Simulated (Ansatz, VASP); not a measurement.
**TePb: VASP and Ansatz over several settings**

```
CELL_PARAMETERS angstrom
0.00000 3.29437 3.29437
3.29437 0.00000 3.29437
3.29437 3.29437 0.00000
ATOMIC_POSITIONS crystal
Pb 0.00000 0.00000 0.00000
Te 0.50000 0.50000 0.50000
```

Single points on this cell with VASP 6.6.1 and Ansatz 0.2.0. Each row is one pair of runs. Alike in all rows: k mesh: 7 × 7 × 7; smearing: fermi-dirac, width 0.05 eV.

```csv
level,spin,"VASP's potentials, cutoff","Ansatz's potentials, cutoff","pressure (GPa), VASP","pressure (GPa), Ansatz"
PBE+D4,off,"VASP PAW PBE potentials, release 64 (Pb_d, Te), 520 eV","Ansatz PAW, 420 eV",-0.3,-0.3
revPBE,off,"VASP PAW PBE potentials, release 64 (Pb_d, Te), 520 eV","Ansatz PAW, 420 eV",0.6,?
BLYP+D3(BJ),off,"VASP PAW PBE potentials, release 64 (Pb_d, Te), 520 eV","Ansatz PAW, 420 eV",-0.8,-1.0
PBEsol,"non-collinear, zero start, SOC","VASP PAW PBE potentials, release 64 (Pb_d, Te), 500 eV","Ansatz PAW, 420 eV",-2.7,-2.7
RPBE+D3(BJ),off,"VASP PAW PBE potentials, release 64 (Pb_d, Te), 520 eV","Ansatz PAW, 420 eV",-9.9,-9.8
revPBE+D4,off,"VASP PAW PBE potentials, release 64 (Pb_d, Te), 520 eV","Ansatz PAW, 420 eV",0.5,0.6
r2SCAN+D4,off,"VASP PAW PBE potentials, release 64 (Pb_d, Te), 520 eV","Ansatz PAW, 500 eV",-1.0,-1.0
```

**Question.** Fill in what Ansatz gave in row 2.

**Answer.** Pressure (GPa): 0.7.

VASP's potentials hold 20 valence electrons a cell and Ansatz's 30, so a difference there can come from the potentials and not from the codes.
